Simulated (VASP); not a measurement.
# GaN (CsCl type) (Pm-3m) in VASP: notebook

Runs on GaN (CsCl type). Level: PBE. Tasks: single point, relaxation of cell and atoms.

Everything below comes from runs of VASP 6.6.1. Logs are shortened: lines on timing, memory, paths and dates and some standing lists are left out, and cuts for length are marked.

## 1. The cell of the first run

The structure is cubic, space group Pm-3m (No. 221). Conventional cell: a = 2.377 Å, b = 2.377 Å, c = 2.377 Å, α = 90.00°, β = 90.00°, γ = 90.00°. Ga (site symmetry m-3m) has 8 N at 2.06 Å and 6 Ga at 2.38 Å within 2.7 Å. Within 2.7 Å of N (site symmetry m-3m) lie 8 Ga at 2.06 Å and 6 N at 2.38 Å.

## 2. Single point, PBE

Input file INCAR:

```
SYSTEM = GaN
ALGO = Normal
EDIFF = 1E-6
ENCUT = 520
GGA = PE
ISIF = 2
ISMEAR = -1
LASPH = .True.
LCHARG = .False.
LREAL = .False.
LWAVE = .False.
NBANDS = 16
NELM = 80
PREC = Accurate
SIGMA = 0.1
```

Input file KPOINTS:

```
k-points
0
Gamma
  16 16 16
  0 0 0
```

Input file POSCAR:

```
GaN
1.0
    2.3774002843      0.0000000000      0.0000000000
    0.0000000000      2.3774002843      0.0000000000
    0.0000000000      0.0000000000      2.3774002843
Ga N
1 1
Direct
    0.0000000000      0.0000000000      0.0000000000
    0.5000000000      0.5000000000      0.5000000000
```

Potentials or basis: VASP PAW PBE potentials, release 64 (Ga_d, N).

Launch:

```bash
$ cat potpaw_PBE.64/Ga_d/POTCAR potpaw_PBE.64/N/POTCAR > POTCAR
$ mpirun -np 1 vasp_std > vasp.out
```

OUTCAR:

```text
SYSTEM = GaN
   EDIFF = 1E-6
   ENCUT = 520
   GGA = PE
   ISIF = 2
   ISMEAR = -1
   LASPH = .True.
   LREAL = .False.
   NELM = 80
   PREC = Accurate

 ion  position               nearest neighbor table
   1  0.000  0.000  0.000-   2 2.06   2 2.06   2 2.06   2 2.06   2 2.06   2 2.06   2 2.06   2 2.06

   2  0.500  0.500  0.500-   1 2.06   1 2.06   1 2.06   1 2.06   1 2.06   1 2.06   1 2.06   1 2.06

  LATTYP: Found a simple cubic cell.
 ALAT       =     2.3774002843

  Lattice vectors:

 A1 = (   2.3774002843,   0.0000000000,   0.0000000000)
 A2 = (   0.0000000000,   2.3774002843,   0.0000000000)
 A3 = (   0.0000000000,   0.0000000000,   2.3774002843)

Analysis of symmetry for initial positions (statically):
=====================================================================
 Subroutine PRICEL returns:
 Original cell was already a primitive cell.

 Routine SETGRP: Setting up the symmetry group for a
 simple cubic supercell.

 Subroutine GETGRP returns: Found 48 space group operations
 (whereof 48 operations were pure point group operations)
 out of a pool of 48 trial point group operations.

The static configuration has the point symmetry O_h .

Analysis of symmetry for dynamics (positions and initial velocities):
=====================================================================
 Subroutine PRICEL returns:
 Original cell was already a primitive cell.

 Routine SETGRP: Setting up the symmetry group for a
 simple cubic supercell.

 Subroutine GETGRP returns: Found 48 space group operations
 (whereof 48 operations were pure point group operations)
 out of a pool of 48 trial point group operations.

The dynamic configuration has the point symmetry O_h .

 Subroutine INISYM returns: Found 48 space group operations
 (whereof 48 operations are pure point group operations),
 and found     1 'primitive' translations

----------------------------------------------------------------------------------------

                                     Primitive cell

  volume of cell :      13.4371

  direct lattice vectors                    reciprocal lattice vectors
     2.377400284  0.000000000  0.000000000     0.420627526  0.000000000  0.000000000
     0.000000000  2.377400284  0.000000000     0.000000000  0.420627526  0.000000000
     0.000000000  0.000000000  2.377400284     0.000000000  0.000000000  0.420627526

  length of vectors
     2.377400284  2.377400284  2.377400284     0.420627526  0.420627526  0.420627526

  position of ions in fractional coordinates (direct lattice)
     0.000000000  0.000000000  0.000000000
     0.500000000  0.500000000  0.500000000

  ion indices of the primitive-cell ions
   primitive index   ion index
                 1           1
                 2           2

----------------------------------------------------------------------------------------

 KPOINTS: k-points

Automatic generation of k-mesh.
 Grid dimensions read from file:
 generate k-points for:   16   16   16

 Generating k-lattice:

  Cartesian coordinates                     Fractional coordinates (reciprocal lattice)
     0.026289220  0.000000000  0.000000000     0.062500000  0.000000000  0.000000000
     0.000000000  0.026289220  0.000000000     0.000000000  0.062500000  0.000000000
     0.000000000  0.000000000  0.026289220     0.000000000  0.000000000  0.062500000

  Length of vectors
     0.026289220  0.026289220  0.026289220

  Shift w.r.t. Gamma in fractional coordinates (k-lattice)
     0.000000000  0.000000000  0.000000000

 Subroutine IBZKPT returns following result:
 ===========================================

 Found    165 irreducible k-points:

 Following reciprocal coordinates:
            Coordinates               Weight
  0.000000  0.000000  0.000000      1.000000
  0.062500  0.000000  0.000000      6.000000
  0.125000  0.000000  0.000000      6.000000
  0.187500  0.000000  0.000000      6.000000
  0.250000  0.000000  0.000000      6.000000
  0.312500  0.000000  0.000000      6.000000
[... 16 lines left out ...]
  0.437500  0.125000  0.000000     24.000000
  0.500000  0.125000  0.000000     12.000000
 [... further k-points ...]
   k-points           NKPTS =    165   k-points in BZ     NKDIM =    165   number of bands    NBANDS=     16
   number of dos      NEDOS =    301   number of ions     NIONS =      2
   total plane-waves  NPLWV =   5832
   dimension x,y,z NGX =    18 NGY =   18 NGZ =   18
   dimension x,y,z NGXF=    36 NGYF=   36 NGZF=   36
   ions per type =               1   1
   NGX,Y,Z   is equivalent  to a cutoff of  12.59, 12.59, 12.59 a.u.
   NGXF,Y,Z  is equivalent  to a cutoff of  25.17, 25.17, 25.17 a.u.
 SYSTEM =  GaN
   PREC   = accura    normal or accurate (medium, high low for compatibility)
   ISTART =      0    job   : 0-new  1-cont  2-samecut
   ICHARG =      2    charge: 1-file 2-atom 10-const
   ISPIN  =      1    spin polarized calculation?
   LNONCOLLINEAR =      F non collinear calculations
   LSORBIT =      F    spin-orbit coupling
   LASPH  =      T    aspherical Exc in radial PAW
   ENCUT  =  520.0 eV  38.22 Ry    6.18 a.u.   4.42  4.42  4.42*2*pi/ulx,y,z
   NELM   =     80;   NELMIN=  2; NELMDL= -5     # of ELM steps
   EDIFF  = 0.1E-05   stopping-criterion for ELM
   LREAL  =      F    real-space projection
   EDIFFG = 0.1E-04   stopping-criterion for IOM
   NSW    =      0    number of steps for IOM
   IBRION =     -1    ionic relax: 0-MD 1-quasi-New 2-CG
   NFREE  =      0    steps in history (QN), initial steepest desc. (CG)
   ISIF   =      2    stress and relaxation
   ISYM   =      2    0-nonsym 1-usesym 2-fastsym
   POTIM  = 0.5000    time-step for ionic-motion
   TEBEG  =    0.0;   TEEND  =   0.0 temperature during run
   PSTRESS=    0.0 pullay stress
   NELECT =      18.0000    total number of electrons
   NUPDOWN=      -1.0000    fix difference up-down
   EMIN   =  10.00;   EMAX   =-10.00  energy-range for DOS
   EFERMI =   0.00;   METHOD = LEGACY
   ISMEAR =    -1;   SIGMA  =   0.10  broadening in eV -4-tet -1-fermi 0-gaus
   EFERMI_NEDOS =   21; number of points for ismear=-14 and -15
   IALGO  =     38    algorithm
   IMIX   =      4    mixing-type and parameters
     AMIX     =   0.40;   BMIX     =  1.00
     AMIX_MAG =   1.60;   BMIX_MAG =  1.00
  volume/ion in A,a.u.               =       6.72        45.34
  Fermi-wavevector in a.u.,A,eV,Ry     =   1.804665  3.410323 44.311688  3.256817
  Thomas-Fermi vector in A             =   2.864523
   LORBIT       =      0    0 simple, 1 ext, 2 COOP (PROOUT), +10 PAW based schemes
   GGA     = PE    functional components
[... 5 lines left out ...]
 non-spin polarized calculation
  energy-cutoff  :      520.00
  volume of cell :       13.44
 maximum number of plane-waves:       375
 NGX is ok and might be reduce to    18
   NGX =  9   NGY =  9   NGZ =  9

 number of electron      17.9999989 magnetization

 Free energy of the ion-electron system (eV)
  ---------------------------------------------------
  ext. energy  EPLUGINS =         0.00000000
  ---------------------------------------------------
  free energy    TOTEN  =        -6.33015090 eV

  energy without entropy =       -6.30469536  energy(sigma->0) =       -6.31742313

 E-fermi :  14.3034     XC(G=0): -15.3045

 val. band max:       14.3022126141   @ k =   0.5000   0.3125   0.0625
 cond. band min:      14.3236488841   @ k =   0.4375   0.1250   0.0000
 fundamental gap:      0.0214362700
 Fermi energy:        14.3034082557

 k-point     1 :       0.0000    0.0000    0.0000
  band No.  band energies     occupation
      1      -8.1206      2.00000
      2      -2.5927      2.00000
      3      -2.5927      2.00000
      4      -1.2094      2.00000
      5      -1.2094      2.00000
      6      -1.2094      2.00000
[... 8 lines left out ...]
     15      34.2526      0.00000
     16      46.8959      0.00000

 k-point     2 :       0.0625    0.0000    0.0000
  band No.  band energies     occupation
      1      -8.0304      2.00000
      2      -2.5865      2.00000
      3      -2.5683      2.00000
      4      -1.2321      2.00000
      5      -1.2321      2.00000
      6      -1.2077      2.00000
[... 8 lines left out ...]
     15      34.2613      0.00000
     16      45.2371      0.00000

 k-point     3 :       0.1250    0.0000    0.0000
  band No.  band energies     occupation
      1      -7.7618      2.00000
      2      -2.5690      2.00000
      3      -2.5002      2.00000
      4      -1.2961      2.00000
      5      -1.2961      2.00000
      6      -1.2029      2.00000
[... 8 lines left out ...]
     15      34.4650      0.00000
     16      42.7253      0.00000

 k-point     4 :       0.1875    0.0000    0.0000
  band No.  band energies     occupation
      1      -7.3222      2.00000
      2      -2.5427      2.00000
      3      -2.4040      2.00000
      4      -1.3899      2.00000
      5      -1.3899      2.00000
      6      -1.1956      2.00000
[... 8 lines left out ...]
     15      35.2801      0.00000
     16      40.2984      0.00000

 k-point     5 :       0.2500    0.0000    0.0000
  band No.  band energies     occupation
      1      -6.7252      2.00000
      2      -2.5116      2.00000
      3      -2.3070      2.00000
      4      -1.4976      2.00000
      5      -1.4976      2.00000
      6      -1.1871      2.00000
[... 8 lines left out ...]
     15      36.9604      0.00000
     16      38.0685      0.00000

 k-point     6 :       0.3125    0.0000    0.0000
  band No.  band energies     occupation
      1      -5.9963      2.00000
      2      -2.4804      2.00000
      3      -2.2513      2.00000
      4      -1.6024      2.00000
      5      -1.6024      2.00000
      6      -1.1786      2.00000
[... 8 lines left out ...]
     15      36.0753      0.00000
     16      39.3423      0.00000
[... 267 lines left out ...]
 k-point    21 :       0.3125    0.1250    0.0000
  band No.  band energies     occupation
      1      -5.7344      2.00000
      2      -2.4220      2.00000
      3      -2.1818      2.00000
      4      -1.5819      2.00000
      5      -1.5608      2.00000
      6      -1.2439      2.00000
[... 8 lines left out ...]
     15      37.8293      0.00000
     16      40.1232      0.00000

 k-point    22 :       0.3750    0.1250    0.0000
  band No.  band energies     occupation
      1      -5.0000      2.00000
      2      -2.4103      2.00000
      3      -2.2161      2.00000
      4      -1.6639      2.00000
      5      -1.5175      2.00000
      6      -1.2340      2.00000
[... 8 lines left out ...]
     15      36.8700      0.00000
     16      42.4687      0.00000

 k-point    23 :       0.4375    0.1250    0.0000
  band No.  band energies     occupation
      1      -4.3491      2.00000
      2      -2.4514      2.00000
      3      -2.2799      2.00000
      4      -1.7178      2.00000
      5      -1.4464      2.00000
      6      -1.2273      2.00000
[... 8 lines left out ...]
     15      36.1371      0.00000
     16      42.9325      0.00000

 k-point    24 :       0.5000    0.1250    0.0000
  band No.  band energies     occupation
      1      -4.0558      2.00000
      2      -2.5114      2.00000
      3      -2.2975      2.00000
      4      -1.7366      2.00000
      5      -1.4115      2.00000
      6      -1.2249      2.00000
[... 8 lines left out ...]
     15      35.8631      0.00000
     16      43.1358      0.00000

 [... further k-points ...]
[... 5 lines left out ...]
  --------------------------------------------------------------------------------------
  -------------------------------------------------------------------------------------
  Total       14.4795151     14.4795151     14.4795151      0.0000000      0.0000000      0.0000000
  in kB     1726.4645676   1726.4645676   1726.4645676      0.0000000      0.0000000      0.0000000
  external PRESSURE =    1726.4645676 kB  Pullay stress =       0.0000000 kB

 VOLUME and BASIS-vectors are now :
 -----------------------------------------------------------------------------
  energy-cutoff  :      520.00
  volume of cell :       13.44
      direct lattice vectors                 reciprocal lattice vectors
     2.377400284  0.000000000  0.000000000     0.420627526  0.000000000  0.000000000
     0.000000000  2.377400284  0.000000000     0.000000000  0.420627526  0.000000000
     0.000000000  0.000000000  2.377400284     0.000000000  0.000000000  0.420627526

 POSITION                                       TOTAL-FORCE (eV/Angst)
 -----------------------------------------------------------------------------------
      0.00000      0.00000      0.00000         0.000000      0.000000      0.000000
      1.18870      1.18870      1.18870         0.000000      0.000000      0.000000
 -----------------------------------------------------------------------------------
    total drift:                                0.000000     -0.000000     -0.000000

  FREE ENERGIE OF THE ION-ELECTRON SYSTEM (eV)
  ---------------------------------------------------
  free  energy   TOTEN  =        -6.3301509042 eV

  energy  without entropy=       -6.3046953615  energy(sigma->0) =       -6.31742313
```

It took 57 s on 1 thread of AMD EPYC 7R43 (Zen 3), shared host; peak memory 0.11 GiB.

What came out:

- Free energy: -6.3302 eV
- Pressure: 172.6 GPa
- Band gap on the k mesh: zero (band 9 reaches 14.61 eV, above the bottom of band 10 at 12.96 eV)

[end of part 1 of 2]
